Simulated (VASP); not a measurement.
Write the native input for VASP 6.6.1 that does the following.

```
Task                   : single point
Functional             : PBE
Potentials or basis    : VASP PAW PBE potentials, release 64 (Se, Ga_d)
Cutoff                 : 520 eV
k mesh                 : 6 × 6 × 6
Occupations            : fermi-dirac, width 0.05 eV
Spin                   : no spin polarisation
Dipole correction      : no
Further INCAR settings : ALGO = Normal; EDIFF = 1e-06; NBANDS = 30
```

The structure of Ga3Se lies in POSCAR:

```
Ga3Se
1.0
    4.0323896500      0.0000000000      0.0000000000
    0.0000000000      4.0323896500      0.0000000000
    0.0000000000      0.0000000000      4.0323896500
Se Ga
1 3
Direct
    0.0000000000      0.0000000000      0.0000000000
    0.5000000000      0.5000000000      0.0000000000
    0.5000000000      0.0000000000      0.5000000000
    0.0000000000      0.5000000000      0.5000000000
```

One way to write it, as run:

INCAR

```
SYSTEM = Ga3Se
ALGO     = Normal         ! electronic algorithm
EDIFF    = 1E-6           ! SCF threshold, eV
ENCUT    = 520            ! plane-wave cutoff, eV
GGA      = PE             ! functional
ISIF     = 2              ! what is computed and relaxed
ISMEAR   = -1             ! smearing method
LASPH    = .TRUE.         ! aspherical terms in the spheres
LCHARG   = .TRUE.         ! write CHGCAR
LELF     = .TRUE.         ! ELF
LREAL    = .FALSE.        ! projectors in reciprocal space
LVHAR    = .TRUE.       
LWAVE    = .FALSE.        ! write WAVECAR
NBANDS   = 30             ! bands
NELM     = 60             ! most SCF steps
PREC     = Accurate       ! precision mode
SIGMA    = 0.05           ! smearing width, eV
```

KPOINTS

```
k-points
0
G
  6 6 6
  0 0 0
```

Potentials or basis: VASP PAW PBE potentials, release 64 (Se, Ga_d).

The run is started by

```sh
$ cat potpaw_PBE.64/Se/POTCAR potpaw_PBE.64/Ga_d/POTCAR > POTCAR
$ mpirun -np 1 vasp_std > vasp.out
```

Results of the run:

```yaml
Pressure: 20.2 GPa
Band_gap_on_the_k_mesh: zero (an odd number of electrons rules out a gap without spin polarisation)
```

Caveat: the cell stands under pressure.

Wall time 17 s on 1 thread of Intel(R) Xeon(R) 6975P-C (Granite Rapids), with other jobs on the host, peak memory 0.18 GiB.
